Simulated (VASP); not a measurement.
A run of VASP 6.6.1 is set up as follows.

Contents of INCAR:

```
SYSTEM = Cr
PREC = Accurate
ENCUT = 520
EDIFF = 1E-6
ISMEAR = -1
SIGMA = 0.05
LREAL = .FALSE.
LASPH = .TRUE.
NELM = 150
ALGO = Normal
ISIF = 2
LWAVE = .FALSE.
LCHARG = .TRUE.
ISPIN = 2
MAGMOM = 3 3 -3 -3
LORBIT = 11
LMAXMIX = 4
GGA = PE
LELF = .TRUE.
LVHAR = .TRUE.
NBANDS = 36
```

KPOINTS

```
regular mesh
0
G
  10 10 10
  0 0 0
```

Contents of POSCAR:

```
Cr
1.0
    2.9688993551      2.9688993551      0.0000000000
    2.9688993551      0.0000000000      2.9688993551
    2.9688993551      0.0000000000     -2.9688993551
Cr
4
Direct
    0.0000000000      0.0000000000      0.0000000000
    0.0000000000      0.5000000000      0.5000000000
    0.5000000000      0.2500000000      0.7500000000
    0.5000000000      0.7500000000      0.2500000000
```

Potentials or basis: VASP PAW PBE potentials, release 64 (Cr_pv).

The run is started by

```console
$ cat potpaw_PBE.64/Cr_pv/POTCAR > POTCAR
$ mpirun -np 1 vasp_std > vasp.out
```

(1) What does it give for the pressure?

(2) Predict the band gap on the k mesh.

(3) What does it give for the net moment?

(4) What does it give for the site moments?

Answers

(1) -13.1 GPa.

(2) zero (filled and empty bands overlap).

(3) 0.00 μB per cell.

(4) Cr +1.82, -1.82 (each value once) μB.

Caveat: the cell stands under tension.
